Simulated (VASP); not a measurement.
Crystal: LiCl.

```xyz
2
Lattice="0.0000 2.5648 2.5648 2.5648 0.0000 2.5648 2.5648 2.5648 0.0000" Properties=species:S:1:pos:R:3 pbc="T T T"
Li    0.0000    0.0000    0.0000
Cl    2.5648    2.5648    2.5648
```

```yaml
Program: VASP 6.6.1
Task: relaxation of cell and atoms
Functional: LDA
Potentials_or_basis: VASP PAW LDA potentials, release 64 (Li_sv, Cl)
Cutoff: 750 eV
k_mesh: 8 × 8 × 8
Occupations: gaussian, width 0.02 eV
Spin: no spin polarisation
```

At the start: pressure -3.3 GPa; volume 16.87 Å³/atom.

Where does the relaxation end?

Over 4 steps the energy falls by 18.0 meV/atom and the volume is 15.27 Å³/atom (-9.5 %); space group Fm-3m (No. 225, to 0.1 Å) before and after.

Step by step:
```
step  energy change (eV)  largest force (eV/Å)  pressure (GPa)  volume (Å³)
   1              0.0000                0.0000           -3.30        33.74
   2             -0.0270                0.0000           -1.80        32.07
   3             -0.0359                0.0000           -0.19        30.69
   4             -0.0359                0.0000            0.01        30.54
```

Final structure:
```
Li Cl
1.0
     0.00000    2.48096    2.48096
     2.48096    0.00000    2.48096
     2.48096    2.48096    0.00000
Li Cl
1 1
Direct
  0.00000 0.00000 0.00000
  0.50000 0.50000 0.50000
```
